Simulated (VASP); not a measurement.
Write the native input for VASP 6.6.1 that does the following.

```yaml
Task: single point
Functional: r2SCAN
Potentials_or_basis: VASP PAW PBE potentials, release 64 (Ge_d)
Cutoff: 520 eV
k_mesh: 10 × 10 × 10
Occupations: gaussian, width 0.05 eV
Spin: no spin polarisation
Dipole_correction: no
Further_INCAR_settings: ALGO = Normal; EDIFF = 1e-07; NBANDS = 21
```

Crystal: Ge.

```
Ge
1.0
     0.00000    2.75805    2.82877
     2.89949    0.00000    2.82877
     2.89949    2.75805    0.00000
Ge
2
Cartesian
  2.8995 2.7581 2.8288
  4.3492 4.1371 4.2432
```

This cell differs from its parent crystal: strain +0.0250 x Voigt [1, -1, 0, 0, 0, 0].

The input as run:

POSCAR

```
Ge
1.0
    0.0000000000      2.7580507500      2.8287700000
    2.8994892500      0.0000000000      2.8287700000
    2.8994892500      2.7580507500      0.0000000000
Ge
2
Direct
    0.5000000000      0.5000000000      0.5000000000
    0.7500000000      0.7500000000      0.7500000000
```

INCAR.step1

```
PREC = Accurate
ENCUT = 520
ISMEAR = 0
SIGMA = 0.05
LREAL = False
LASPH = True
NELM = 60
NBANDS = 21
GGA = PE
ALGO = Normal
EDIFF = 1E-4
LWAVE = True
LCHARG = False
```

INCAR.step2

```
PREC = Accurate
ENCUT = 520
EDIFF = 1E-7
ISMEAR = 0
SIGMA = 0.05
LREAL = False
LASPH = True
NELM = 60
ALGO = Normal
ISIF = 2
LWAVE = False
LCHARG = False
METAGGA = R2SCAN
LMIXTAU = True
NBANDS = 21
ISTART = 1
```

KPOINTS

```
regular mesh
0
Gamma
  10 10 10
```

Potentials or basis: VASP PAW PBE potentials, release 64 (Ge_d).

Launch:

```console
$ cat potpaw_PBE.64/Ge_d/POTCAR > POTCAR
$ cp INCAR.step1 INCAR
$ mpirun -np 1 vasp_std > vasp.out
$ cp INCAR.step2 INCAR
$ mpirun -np 1 vasp_std > vasp.out
```

It gave:

The pressure is 0.7 GPa. The band gap on the k mesh is 0.19 eV.

Caveat: the cell differs from its parent crystal (strain +0.0250 x Voigt [1, -1, 0, 0, 0, 0]); the PAW data sets were made with another functional, which shifts forces and pressure a little.

Run time: 6.2 min on 1 thread of Intel(R) Xeon(R) Platinum 8488C (Sapphire Rapids), on a shared host, peak memory 0.26 GiB.
